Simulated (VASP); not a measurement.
The system is Cu.

```
Cu
1.0
     2.53410    0.00000    0.00000
    -1.26705    2.19459    0.00000
     0.00000    0.00000    4.11257
Cu
2
Direct
  0.66667 0.33333 0.75000
  0.33333 0.66667 0.25000
```

| Item | Value |
| --- | --- |
| Program | VASP 6.6.1 |
| Task | relaxation of cell and atoms |
| Functional | LDA |
| Potentials or basis | VASP PAW LDA potentials, release 64 (Cu) |
| Cutoff | 600 eV |
| k mesh | 12 × 12 × 7 |
| Occupations | fermi-dirac, width 0.05 eV |
| Spin | no spin polarisation |

At the start: pressure -6.4 GPa; volume 11.44 Å³/atom.

Question: How do energy, volume and symmetry change on relaxing?

Answer: Over 16 steps the energy falls by 10.8 meV/atom and the volume is 10.97 Å³/atom (-4.1 %); space group P6_3/mmc (No. 194, to 0.05 Å).

Step by step:
```
step  energy change (eV)  largest force (eV/Å)  pressure (GPa)  volume (Å³)
   1              0.0000                0.0000           -6.41        22.87
   2             -0.0139                0.0000            4.97        21.39
   3             -0.0216                0.0000            0.23        21.90
   4             -0.0216                0.0000           -0.60        21.93
   5             -0.0216                0.0000            0.92        21.92
   6             -0.0216                0.0000            0.10        21.92
   7             -0.0216                0.0000           -0.10        21.92
   8             -0.0216                0.0000           -0.11        21.92
   9             -0.0216                0.0000            0.22        21.92
  10             -0.0216                0.0000           -0.61        21.94
  11             -0.0216                0.0000           -0.21        21.93
  12             -0.0216                0.0000            0.17        21.92
  13             -0.0216                0.0000            0.02        21.93
  14             -0.0216                0.0000           -0.35        21.93
  15             -0.0216                0.0000            0.16        21.93
  16             -0.0216                0.0000           -0.08        21.94
```

Final structure:
```
Cu
1.0
     2.49754    0.00000    0.00000
    -1.24877    2.16293    0.00000
     0.00000    0.00000    4.06075
Cu
2
Direct
  0.66667 0.33333 0.75000
  0.33333 0.66667 0.25000
```
